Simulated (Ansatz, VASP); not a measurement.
# Si: VASP beside Ansatz

INCAR

```
SYSTEM = Si
PREC = Accurate
ENCUT = 520
EDIFF = 1E-7
ISMEAR = 0
SIGMA = 0.05
LREAL = .False.
LASPH = .True.
NELM = 150
ALGO = Normal
ISIF = 2
LWAVE = .False.
LCHARG = .False.
ISPIN = 2
MAGMOM = 0 0 0 0 2
LORBIT = 11
LDIPOL = .True.
IDIPOL = 3
DIPOL = 0.5 0.5 0.332
GGA = CA
NBANDS = 22
```

KPOINTS

```
Automatic mesh
0
Gamma
  7 7 1
  0 0 0
```

Contents of POSCAR:

```
Si
1.0
    3.8195065206      0.0000000000      0.0000000000
    0.0000000000      3.8195065206      0.0000000000
    0.0000000000      0.0000000000     21.0645252450
Si
5
Direct
    0.0000000000      0.5000000000      0.1898927203
    0.0000000000      0.0000000000      0.2540004780
    0.5000000000      0.0000000000      0.3202822601
    0.5000000000      0.5000000000      0.3828486591
    0.8750000000      0.8750000000      0.5143493679
```

Input for Ansatz:

```yaml
crystal:
  lattice:
    - [3.8195065206, 0.0, 0.0]
    - [0.0, 3.8195065206, 0.0]
    - [0.0, 0.0, 21.064525245]
  atoms:
    - { symbol: Si, position: [0.0, 0.5, 0.1898927203] }
    - { symbol: Si, position: [0.0, 0.0, 0.254000478] }
    - { symbol: Si, position: [0.5, 0.0, 0.3202822601] }
    - { symbol: Si, position: [0.5, 0.5, 0.3828486591] }
    - { symbol: Si, position: [0.875, 0.875, 0.5143493679], spin: 2.0 }
basis:
  ecutwfc: 420
kpoints:
  mp_grid: { grid: [7, 7, 1] }
hamiltonian:
  xc: lda
  pseudopotentials: { kind: paw, azcp: { folder: soft_1 } }
scf:
  occupations: { method: gaussian, width: 0.05 }
output:
  forces: true
  eigenvalues: true
  populations: true
magnetization:
  spin_polarized: true
efield:
  axis: 3
  dipole_correction: true
  ramp_width: 0.04
```

Alike in both runs: task single point; functional LDA; k mesh 7 × 7 × 1; occupations gaussian, width 0.05 eV; collinear spin.

|  | VASP | Ansatz |
| --- | --- | --- |
| version | VASP 6.6.1 | Ansatz 0.2.0 |
| potentials or method | VASP PAW LDA potentials, release 64 (Si), cutoff 520 eV | scalar-relativistic, plane waves, PAW |
| valence electrons in the cell | 20 | 20 |

|  | VASP | Ansatz | Ansatz less VASP |
| --- | --- | --- | --- |
| gap on the k mesh at the Fermi level (eV) | none | none | - |
| rms of the force components (eV/Å) | 0.440 | 0.439 | -0.0006 |
| net moment per atom (μB) | 0.06 | 0.07 | +0.005 |
| size of the moment on the site where the two differ most (μB) | 0.07 | 0.16 | +0.098 |

Ansatz warns that its potentials were made for another functional, while VASP's fit it. LDA's correlation is that of Perdew and Zunger in VASP and of Perdew and Wang (1992) in Ansatz. Site moments also hang on the region over which each program counts them. Atom by atom the forces differ by 0.002 eV/Å (rms over components). A gap of «none» marks a metal or a gap that the smearing closes.
